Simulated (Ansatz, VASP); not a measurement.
# Two plane-wave programs on B

```xyz
1
Lattice="-1.1538 1.1538 1.1538 1.1538 -1.1538 1.1538 1.1538 1.1538 -1.1538" Properties=species:S:1:pos:R:3 pbc="T T T"
B     0.0000    0.0000    0.0000
```

Alike in both runs: task electric field gradients; functional LDA; k mesh 18 × 18 × 18; occupations fermi-dirac, width 0.08 eV; no spin polarisation.

|  | VASP | Ansatz |
| --- | --- | --- |
| version | VASP 6.6.1 | Ansatz 0.2.0 |
| potentials or method | VASP PAW LDA potentials, release 64 (B) | PAW with Ansatz's default frozen-core files, scalar-relativistic |
| plane-wave cutoff (eV) | 520 | 420 |
| valence electrons in the cell | 3 | 3 |

VASP gave:

```
pressure (GPa) : -8.0
```

**Question.** Estimate Ansatz's values.

**Answer.** Pressure (GPa): -8.3.

LDA's correlation is that of Perdew and Zunger in VASP and of Perdew and Wang (1992) in Ansatz.
